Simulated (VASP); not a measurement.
Runs of VASP 6.6.1 on MnHg. It takes space group Pm-3m (No. 221, cubic). Conventional cell: a = 3.315 Å, b = 3.315 Å, c = 3.315 Å, α = 90.00°, β = 90.00°, γ = 90.00°. Within 3.8 Å of Mn (site symmetry m-3m) lie 8 Hg at 2.87 Å and 6 Mn at 3.31 to 3.32 Å. Hg (site symmetry m-3m) has 8 Mn at 2.87 Å and 6 Hg at 3.31 Å within 3.8 Å. 

```csv
task,spin,fixed moment (μB),k mesh for the DOS,occupations for the DOS,pressure (GPa),moment (μB)
single point,"collinear, ferromagnetic start",1.55,-,-,(b),1.55
single point,"collinear, ferromagnetic start",0.78,-,-,-12.7,0.78
single point,"collinear, ferromagnetic start",-,-,-,0.7,3.89
single point,"collinear, zero start",0.0,-,-,(a),0.00
```

Alike in all rows: level PBE; potentials or basis VASP PAW PBE potentials, release 64 (Mn_pv, Hg); cell as given; k mesh 10 × 10 × 10; cutoff (eV) 520; smearing fermi-dirac 0.1 eV.

**Question.** Fill in the values left out.

**Answer.** (a) -13.8; (b) -10.8.

Caveats: the total moment is fixed, so each spin has its own Fermi level (some runs).
